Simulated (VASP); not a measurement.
# B3Sb2P (P6/mmm) in VASP: single point with PBE

Aim: the single point of B3Sb2P with PBE.

All numbers are computed with VASP 6.6.1; they aren't measurements. Logs are shortened: lines on timing, memory, paths and dates and some standing lists are left out, and cuts for length are marked.

## (1) The cell of the first run

It takes space group P6/mmm (No. 191, hexagonal). Conventional cell: a = 5.670 Å, b = 5.670 Å, c = 3.493 Å, α = 90.00°, β = 90.00°, γ = 120.00°. B (site symmetry mmm) has 4 Sb at 2.39 Å and 4 B at 2.83 Å within 3.2 Å. Sb (site symmetry -6m2) has 6 B at 2.39 Å within 3.2 Å. Within 4.3 Å of P (site symmetry 6/mmm) lie 6 Sb at 3.27 Å and 12 B at 3.33 Å and 2 P at 3.49 Å.

## (2) Single point, PBE

Contents of INCAR:

```
SYSTEM = B3Sb2P
ALGO = Normal
EDIFF = 1E-7
ENCUT = 520
GGA = PE
ISIF = 2
ISMEAR = 0
LASPH = .TRUE.
LCHARG = .TRUE.
LELF = .TRUE.
LREAL = .FALSE.
LVHAR = .TRUE.
LWAVE = .FALSE.
NBANDS = 21
NELM = 60
PREC = Accurate
SIGMA = 0.1
```

Contents of KPOINTS:

```
k-points
0
G
  6 6 6
  0 0 0
```

Contents of POSCAR:

```
B3Sb2P
1.0
    5.6695051700      0.0000000000      0.0000000000
   -2.8347525800      4.9099355000      0.0000000000
    0.0000000000      0.0000000000      3.4933197600
B Sb P
3 2 1
Direct
    0.5000000000      0.0000000000      0.5000000000
    0.5000000000      0.5000000000      0.5000000000
    0.0000000000      0.5000000000      0.5000000000
    0.3333333300      0.6666666700      0.0000000000
    0.6666666700      0.3333333300      0.0000000000
    0.0000000000      0.0000000000      0.0000000000
```

Potentials or basis: VASP PAW PBE potentials, release 64 (B, Sb, P).

Command:

```bash
$ cat potpaw_PBE.64/B/POTCAR potpaw_PBE.64/Sb/POTCAR potpaw_PBE.64/P/POTCAR > POTCAR
$ mpirun -np 1 vasp_std > vasp.out
```

OUTCAR:

```text
SYSTEM = B3Sb2P
   EDIFF = 1E-7
   ENCUT = 520
   GGA = PE
   ISIF = 2
   ISMEAR = 0
   LASPH = .TRUE.
   LREAL = .FALSE.
   NELM = 60
   PREC = Accurate

 ion  position               nearest neighbor table
   1  0.500  0.000  0.500-   4 2.39   5 2.39   4 2.39   5 2.39
   2  0.500  0.500  0.500-   4 2.39   5 2.39   4 2.39   5 2.39
   3  0.000  0.500  0.500-   4 2.39   5 2.39   4 2.39   5 2.39
   4  0.333  0.667  0.000-   1 2.39   1 2.39   3 2.39   3 2.39   2 2.39   2 2.39   5 3.27   6 3.27
                             5 3.27   6 3.27   6 3.27   5 3.27
   5  0.667  0.333  0.000-   1 2.39   1 2.39   3 2.39   3 2.39   2 2.39   2 2.39   4 3.27   6 3.27
                             4 3.27   6 3.27   6 3.27   4 3.27
   6  0.000  0.000  0.000-   4 3.27   5 3.27   4 3.27   5 3.27   5 3.27   4 3.27

  LATTYP: Found a hexagonal cell.
 ALAT       =     5.6695051700
 C/A-ratio  =     0.6161595510

  Lattice vectors:

 A1 = (   5.6695051700,   0.0000000000,   0.0000000000)
 A2 = (  -2.8347525800,   4.9099355000,   0.0000000000)
 A3 = (   0.0000000000,   0.0000000000,   3.4933197600)

Analysis of symmetry for initial positions (statically):
=====================================================================
 Subroutine PRICEL returns:
 Original cell was already a primitive cell.

 Routine SETGRP: Setting up the symmetry group for a
 hexagonal supercell.

 Subroutine GETGRP returns: Found 24 space group operations
 (whereof 24 operations were pure point group operations)
 out of a pool of 24 trial point group operations.

The static configuration has the point symmetry D_6h.

Analysis of symmetry for dynamics (positions and initial velocities):
=====================================================================
 Subroutine PRICEL returns:
 Original cell was already a primitive cell.

 Routine SETGRP: Setting up the symmetry group for a
 hexagonal supercell.

 Subroutine GETGRP returns: Found 24 space group operations
 (whereof 24 operations were pure point group operations)
 out of a pool of 24 trial point group operations.

The dynamic configuration has the point symmetry D_6h.

 Subroutine INISYM returns: Found 24 space group operations
 (whereof 24 operations are pure point group operations),
 and found     1 'primitive' translations

----------------------------------------------------------------------------------------

                                     Primitive cell

  volume of cell :      97.2432

  direct lattice vectors                    reciprocal lattice vectors
     5.669505170  0.000000000  0.000000000     0.176382236  0.101834331  0.000000000
    -2.834752580  4.909935500  0.000000000     0.000000000  0.203668663  0.000000000
     0.000000000  0.000000000  3.493319760     0.000000000  0.000000000  0.286260654

  length of vectors
     5.669505170  5.669505164  3.493319760     0.203668663  0.203668663  0.286260654

  position of ions in fractional coordinates (direct lattice)
     0.500000000  0.000000000  0.500000000
     0.500000000  0.500000000  0.500000000
     1.000000000  0.500000000  0.500000000
     0.333333330  0.666666670  0.000000000
     0.666666670  0.333333330  0.000000000
     0.000000000  0.000000000  0.000000000

  ion indices of the primitive-cell ions
   primitive index   ion index
                 1           1
                 2           2
                 3           3
                 4           4
                 5           5
                 6           6

----------------------------------------------------------------------------------------

 KPOINTS: k-points

Automatic generation of k-mesh.
 Grid dimensions read from file:
 generate k-points for:    6    6    6

 Generating k-lattice:

  Cartesian coordinates                     Fractional coordinates (reciprocal lattice)
     0.029397039  0.016972389  0.000000000     0.166666667  0.000000000  0.000000000
     0.000000000  0.033944777  0.000000000     0.000000000  0.166666667  0.000000000
     0.000000000  0.000000000  0.047710109     0.000000000  0.000000000  0.166666667

  Length of vectors
     0.033944777  0.033944777  0.047710109

  Shift w.r.t. Gamma in fractional coordinates (k-lattice)
     0.000000000  0.000000000  0.000000000

 Subroutine IBZKPT returns following result:
 ===========================================

 Found     28 irreducible k-points:

 Following reciprocal coordinates:
            Coordinates               Weight
  0.000000  0.000000  0.000000      1.000000
  0.166667 -0.000000  0.000000      6.000000
  0.333333  0.000000  0.000000      6.000000
  0.500000  0.000000  0.000000      3.000000
  0.166667  0.166667  0.000000      6.000000
  0.333333  0.166667  0.000000     12.000000
[... 16 lines left out ...]
  0.166667 -0.000000  0.500000      6.000000
  0.333333  0.000000  0.500000      6.000000
 [... further k-points ...]
   k-points           NKPTS =     28   k-points in BZ     NKDIM =     28   number of bands    NBANDS=     21
   number of dos      NEDOS =    301   number of ions     NIONS =      6
   total plane-waves  NPLWV =  49392
   dimension x,y,z NGX =    42 NGY =   42 NGZ =   28
   dimension x,y,z NGXF=    84 NGYF=   84 NGZF=   56
   ions per type =               3   2   1
   NGX,Y,Z   is equivalent  to a cutoff of  12.32, 12.32, 13.33 a.u.
   NGXF,Y,Z  is equivalent  to a cutoff of  24.63, 24.63, 26.65 a.u.
 SYSTEM =  B3Sb2P
   PREC   = accura    normal or accurate (medium, high low for compatibility)
   ISTART =      0    job   : 0-new  1-cont  2-samecut
   ICHARG =      2    charge: 1-file 2-atom 10-const
   ISPIN  =      1    spin polarized calculation?
   LNONCOLLINEAR =      F non collinear calculations
   LSORBIT =      F    spin-orbit coupling
   LASPH  =      T    aspherical Exc in radial PAW
   ENCUT  =  520.0 eV  38.22 Ry    6.18 a.u.  10.54 10.54  6.50*2*pi/ulx,y,z
   NELM   =     60;   NELMIN=  2; NELMDL= -5     # of ELM steps
   EDIFF  = 0.1E-06   stopping-criterion for ELM
   LREAL  =      F    real-space projection
   EDIFFG = 0.1E-05   stopping-criterion for IOM
   NSW    =      0    number of steps for IOM
   IBRION =     -1    ionic relax: 0-MD 1-quasi-New 2-CG
   NFREE  =      0    steps in history (QN), initial steepest desc. (CG)
   ISIF   =      2    stress and relaxation
   ISYM   =      2    0-nonsym 1-usesym 2-fastsym
   POTIM  = 0.5000    time-step for ionic-motion
   TEBEG  =    0.0;   TEEND  =   0.0 temperature during run
   PSTRESS=    0.0 pullay stress
   NELECT =      24.0000    total number of electrons
   NUPDOWN=      -1.0000    fix difference up-down
   EMIN   =  10.00;   EMAX   =-10.00  energy-range for DOS
   EFERMI =   0.00;   METHOD = LEGACY
   ISMEAR =     0;   SIGMA  =   0.10  broadening in eV -4-tet -1-fermi 0-gaus
   EFERMI_NEDOS =   21; number of points for ismear=-14 and -15
   IALGO  =     38    algorithm
   IMIX   =      4    mixing-type and parameters
     AMIX     =   0.40;   BMIX     =  1.00
     AMIX_MAG =   1.60;   BMIX_MAG =  1.00
  volume/ion in A,a.u.               =      16.21       109.37
  Fermi-wavevector in a.u.,A,eV,Ry     =   1.026894  1.940548 14.347488  1.054511
  Thomas-Fermi vector in A             =   2.160810
   LORBIT       =      0    0 simple, 1 ext, 2 COOP (PROOUT), +10 PAW based schemes
   GGA     = PE    functional components
   LHFCALC =     F    Hartree Fock is set to
   AEXX    =    0.0000 exact exchange contribution
   IVDW    =     0    specifies the selected vdW correction
   LEPSILON=     F    determine dielectric tensor
   LRPA    =     F    only Hartree local field effects (RPA)
 non-spin polarized calculation
 Gauss-broadening in eV      SIGMA  =   0.10
  energy-cutoff  :      520.00
  volume of cell :       97.24
 maximum number of plane-waves:      2659
   NGX = 21   NGY = 21   NGZ = 13

 number of electron      23.9999998 magnetization

 Free energy of the ion-electron system (eV)
  ---------------------------------------------------
  ext. energy  EPLUGINS =         0.00000000
  ---------------------------------------------------
  free energy    TOTEN  =       -23.27360749 eV

  energy without entropy =      -23.25635225  energy(sigma->0) =      -23.26497987

 E-fermi :   7.2114     XC(G=0): -10.5344

 val. band max:        7.1721821973   @ k =   0.3333   0.3333   0.1667
 cond. band min:       7.2407240130   @ k =   0.3333   0.1667   0.3333
 fundamental gap:      0.0685418157
 Fermi energy:         7.2114170583

 k-point     1 :       0.0000    0.0000    0.0000
  band No.  band energies     occupation
      1      -6.8413      2.00000
      2      -3.1130      2.00000
      3      -1.7505      2.00000
      4      -0.4877      2.00000
      5      -0.4877      2.00000
      6       2.2894      2.00000
[... 13 lines left out ...]
     20      11.3956      0.00000
     21      11.3956      0.00000

 k-point     2 :       0.1667   -0.0000    0.0000
  band No.  band energies     occupation
      1      -6.7012      2.00000
      2      -3.6071      2.00000
      3      -1.9822      2.00000
      4      -0.6466      2.00000
      5       0.0384      2.00000
      6       2.7293      2.00000
[... 13 lines left out ...]
     20      11.6789      0.00000
     21      12.1140      0.00000

 k-point     3 :       0.3333    0.0000    0.0000
  band No.  band energies     occupation
      1      -6.3043      2.00000
      2      -4.5014      2.00000
      3      -2.3637      2.00000
      4      -0.8962      2.00000
      5       1.1991      2.00000
      6       3.8031      2.00000
[... 13 lines left out ...]
     20      12.0085      0.00000
     21      12.4542      0.00000
[... 457 lines left out ...]
 k-point    23 :       0.1667   -0.0000    0.5000
  band No.  band energies     occupation
      1      -4.5242      2.00000
      2      -2.7876      2.00000
      3      -1.0332      2.00000
      4      -0.7857      2.00000
      5      -0.0578      2.00000
      6       1.7697      2.00000
[... 13 lines left out ...]
     20      14.3950      0.00000
     21      14.9586      0.00000

 k-point    24 :       0.3333    0.0000    0.5000
  band No.  band energies     occupation
      1      -4.0650      2.00000
      2      -2.4602      2.00000
      3      -2.1102      2.00000
      4      -1.0901      2.00000
      5      -0.8446      2.00000
      6       1.4991      2.00000
[... 13 lines left out ...]
     20      13.4180      0.00000
     21      14.6992      0.00000

 [... further k-points ...]

------------------------ aborting loop because EDIFF is reached ----------------------------------------

  FORCE on cell =-STRESS in cart. coord.  units (eV):
  Direction    XX          YY          ZZ          XY          YZ          ZX
  --------------------------------------------------------------------------------------
  -------------------------------------------------------------------------------------
  Total        4.1165846      4.1165846     -2.9322711      0.0000000      0.0000000     -0.0000000
  in kB       67.8247723     67.8247722    -48.3120450      0.0000001      0.0000000     -0.0000000
  external PRESSURE =      29.1124998 kB  Pullay stress =       0.0000000 kB

 VOLUME and BASIS-vectors are now :
 -----------------------------------------------------------------------------
  energy-cutoff  :      520.00
  volume of cell :       97.24
      direct lattice vectors                 reciprocal lattice vectors
     5.669505170  0.000000000  0.000000000     0.176382236  0.101834331  0.000000000
    -2.834752580  4.909935500  0.000000000     0.000000000  0.203668663  0.000000000
     0.000000000  0.000000000  3.493319760     0.000000000  0.000000000  0.286260654

 POSITION                                       TOTAL-FORCE (eV/Angst)
 -----------------------------------------------------------------------------------
      2.83475      0.00000      1.74666         0.000000      0.000000      0.000000
      1.41738      2.45497      1.74666         0.000000      0.000000      0.000000
     -1.41738      2.45497      1.74666         0.000000      0.000000      0.000000
     -0.00000      3.27329      0.00000        -0.000000      0.000000      0.000000
      2.83475      1.63665      0.00000        -0.000000     -0.000000      0.000000
      0.00000      0.00000      0.00000         0.000000      0.000000      0.000000
 -----------------------------------------------------------------------------------
    total drift:                                0.000000     -0.000000      0.000000

  FREE ENERGIE OF THE ION-ELECTRON SYSTEM (eV)
  ---------------------------------------------------
  free  energy   TOTEN  =       -23.2736074900 eV

  energy  without entropy=      -23.2563522540  energy(sigma->0) =      -23.26497987
```

It took 59 s on 1 thread of Intel Xeon Platinum 8259CL at 2.50GHz (Skylake/Cascade Lake), shared host; peak memory 0.24 GiB.

Results:

```
Free energy            : -23.2736 eV
Pressure               : 2.9 GPa
Band gap on the k mesh : zero (band 12 reaches 8.20 eV, above the bottom of band 13 at 5.61 eV)
```

Levels at points of the mesh, in eV from the Fermi level:
| k point | band 9 | band 10 | band 11 | band 12 | band 13 | band 14 | band 15 | band 16 |
| --- | --- | --- | --- | --- | --- | --- | --- | --- |
| (0.00, 0.00, 0.00) | -0.14 | 0.79 | 0.79 | 0.99 | 0.99 | 1.64 | 2.15 | 3.32 |
| (0.50, 0.00, 0.00) | -1.89 | -1.66 | -0.59 | 0.26 | 0.93 | 1.02 | 1.35 | 1.54 |
| (0.00, 0.00, 0.50) | -4.64 | -2.49 | -2.49 | -1.91 | -1.60 | -1.60 | 3.58 | 3.58 |
| (0.50, 0.00, 0.50) | -2.12 | -1.18 | -0.52 | -0.40 | -0.19 | 0.69 | 0.84 | 0.94 |

Caveat: spin-orbit coupling is left out, which moves the levels of the heavy elements.
